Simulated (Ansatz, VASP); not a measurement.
**BAs in VASP and in Ansatz**

```
As B
1.0
     3.23002    0.00000    0.00000
    -1.61501    2.79728    0.00000
     0.00000    0.00000   32.20702
As B
3 3
Cartesian
  1.6150 0.9324 18.3869
  0.0000 0.0000 21.2170
  0.0000 1.8649 24.0905
  0.0000 0.0000 19.1313
  0.0000 1.8649 21.9116
  1.6150 0.9324 24.5290
```

Alike in both runs: task single point; functional PBEsol; k mesh 9 × 9 × 1; occupations gaussian, width 0.05 eV; no spin polarisation.

```csv
,VASP,Ansatz
version,VASP 6.6.1,Ansatz 0.2.0
potentials or method,"VASP PAW PBE potentials, release 64 (As_d, B), cutoff 420 eV","scalar-relativistic, plane waves, PAW"
valence electrons in the cell,54,54
```

```tsv
	VASP	Ansatz	Ansatz less VASP
gap on the k mesh at the Fermi level (eV)	none	none	-
rms of the force components (eV/Å)	0.137	0.140	+0.0027
```

VASP's potentials were made for PBE, not for PBEsol. A gap of «none» marks a metal or a gap that the smearing closes. With one functional, cell and mesh, what is left measures potentials, basis and numerics. Ansatz's warnings: xc potential rough in thin density.
